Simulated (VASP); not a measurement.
## W3C: relaxation of the atoms with PBE

System: W3C, a slab with vacuum.

```
W C
1.0
     2.75716    0.00000    0.00000
    -0.91905    2.59948    0.00000
     0.00000    0.00000   19.85622
W C
3 1
Cartesian
  0.9191 1.2997 4.0000
  0.0000 0.0000 6.1781
  0.9191 1.2997 8.3562
  0.4595 2.5995 9.8162
```

```json
{
  "Program": "VASP 6.6.1",
  "Task": "relaxation of the atoms",
  "Functional": "PBE",
  "Potentials or basis": "VASP PAW PBE potentials, release 64 (W_sv, C)",
  "Cutoff": "520 eV",
  "k mesh": "10 × 10 × 1",
  "Occupations": "gaussian, width 0.1 eV",
  "Spin": "no spin polarisation",
  "Dipole correction": "yes",
  "Atoms held fixed (from 0)": "[0, 1, 2, 3]",
  "Further INCAR settings": "ALGO = Fast; EDIFF = 1e-07; IBRION = 2; EDIFFG = -0.025; NSW = 36"
}
```

```json
{"Energy gained by relaxing": "15.3 meV/atom", "Ionic steps": "3", "Band gap on the k mesh": "zero (bands 23 and 24 overlap by 1.35 eV)"}
```

Step by step:
```csv
step,energy change (eV),largest force on free atoms (eV/Å),pressure (GPa)
1,0.0000,1.3793,2.11
2,-0.0581,0.3350,3.54
3,-0.0613,0.0002,3.99
```

Final structure:
```cif
data_structure
_symmetry_space_group_name_H-M 'P 1'
_symmetry_Int_Tables_number 1
_cell_length_a 2.7572
_cell_length_b 2.7572
_cell_length_c 19.8562
_cell_angle_alpha 90.000
_cell_angle_beta 90.000
_cell_angle_gamma 109.471
_cell_volume 142.31
loop_
_atom_site_label
_atom_site_type_symbol
_atom_site_fract_x
_atom_site_fract_y
_atom_site_fract_z
_atom_site_occupancy
W1 W 0.50000 0.50000 0.20145 1
W2 W 0.00000 0.00000 0.31114 1
W3 W 0.50000 0.50000 0.42084 1
C1 C 0.50000 0.00000 0.49005 1
```

Levels at points of the mesh, in eV from the Fermi level:
| k point | band 19 | band 20 | band 21 | band 22 | band 23 | band 24 | band 25 | band 26 | band 27 |
| --- | --- | --- | --- | --- | --- | --- | --- | --- | --- |
| (0.00, 0.00, 0.00) | -1.79 | -1.55 | -1.32 | -1.13 | -0.38 | 0.20 | 0.99 | 1.24 | 1.65 |
| (0.50, 0.00, 0.00) | -3.21 | -1.90 | -1.68 | -1.37 | 0.80 | 1.26 | 2.20 | 2.61 | 3.15 |
| (0.00, 0.50, 0.00) | -2.78 | -2.14 | -0.89 | -0.46 | 0.92 | 1.77 | 1.93 | 2.20 | 2.21 |
| (0.50, 0.50, 0.00) | -2.92 | -2.38 | -0.44 | 0.19 | 0.35 | 1.38 | 1.59 | 3.06 | 3.36 |

Wall time 21 min on 1 thread of Oxide Virtual Turin-like Processor, with other jobs on the host, peak memory 0.37 GiB.

Caveat: spin-orbit coupling is left out, which moves the levels of the heavy elements.
